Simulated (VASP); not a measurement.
Set up this calculation in VASP 6.6.1, as the native input.

* Task: single point
* Functional: PBE
* Potentials or basis: VASP PAW PBE potentials, release 64 (Be, S)
* Cutoff: 520 eV
* k mesh: 8 × 8 × 8
* Occupations: gaussian, width 0.02 eV
* Spin: no spin polarisation
* Dipole correction: no
* Further INCAR settings: ALGO = Normal; EDIFF = 1e-07; NBANDS = 11

The structure of BeS lies in POSCAR:

```
BeS
1.0
    0.0000000000      2.4379188568      2.4379188568
    2.4379188568      0.0000000000      2.4379188568
    2.4379188568      2.4379188568      0.0000000000
Be S
1 1
Direct
    0.0000000000      0.0000000000      0.0000000000
    0.7500000000      0.7500000000      0.7500000000
```

The input as run:

INCAR

```
SYSTEM = BeS
  PREC = Accurate
  ENCUT = 520
  EDIFF = 1E-7
  ISMEAR = 0
  SIGMA = 0.02
  LREAL = .False.
  LASPH = .True.
  NELM = 100
  ALGO = Normal
  ISIF = 2
  LWAVE = .False.
  LCHARG = .False.
  GGA = PE
  NBANDS = 11
```

KPOINTS

```
Automatic mesh
0
Gamma
  8 8 8
  0 0 0
```

Potentials or basis: VASP PAW PBE potentials, release 64 (Be, S).

Run with:

```console
$ cat potpaw_PBE.64/Be/POTCAR potpaw_PBE.64/S/POTCAR > POTCAR
$ mpirun -np 1 vasp_std > vasp.out
```

It gave:

| Quantity | Value |
| --- | --- |
| Pressure | 0.0 GPa |
| Band gap on the k mesh | 3.15 eV, indirect (least direct gap 5.68 eV) |

It took 11 s on 1 thread of Intel(R) Xeon(R) 6975P-C (Granite Rapids), with other jobs on the host, peak memory 0.14 GiB.
